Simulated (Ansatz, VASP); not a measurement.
One calculation of Te, two programs

```xyz
4
Lattice="9.2671 0.0000 0.0000 0.0000 3.2682 0.0000 0.0000 0.0000 4.1504" Properties=species:S:1:pos:R:3 pbc="T T T"
Te    6.9503    1.6297    2.2924
Te    2.3168    1.6297    1.8580
Te    0.0000    1.6385    0.0000
Te    4.6335    1.6385    0.0000
```

Alike in both runs: task single point; functional PBEsol; k mesh 6 × 14 × 10; occupations gaussian, width 0.1 eV; no spin polarisation.

|  | VASP | Ansatz |
| --- | --- | --- |
| version | VASP 6.6.1 | Ansatz 0.2.0 |
| potentials or method | VASP PAW PBE potentials, release 64 (Te), cutoff 520 eV | scalar-relativistic, plane waves, PAW |
| valence electrons in the cell | 24 | 64 |

Ansatz gave:

- gap on the k mesh at the Fermi level (eV): none
- pressure (GPa): 0.3
- traceless stress, the component that is largest in VASP (GPa): -3.17
- rms of the force components (eV/Å): 0.174

Which values does VASP return?

gap on the k mesh at the Fermi level (eV): none; pressure (GPa): 0.3; traceless stress, the component that is largest in VASP (GPa): -3.18; rms of the force components (eV/Å): 0.176.

VASP's potentials were made for PBE, not for PBEsol. Atom by atom the forces differ by 0.002 eV/Å (rms over components). A gap of «none» marks a metal or a gap that the smearing closes. VASP's potentials hold 24 valence electrons a cell and Ansatz's 64, so a difference there can come from the potentials and not from the codes.

Neither program's run includes spin-orbit coupling.
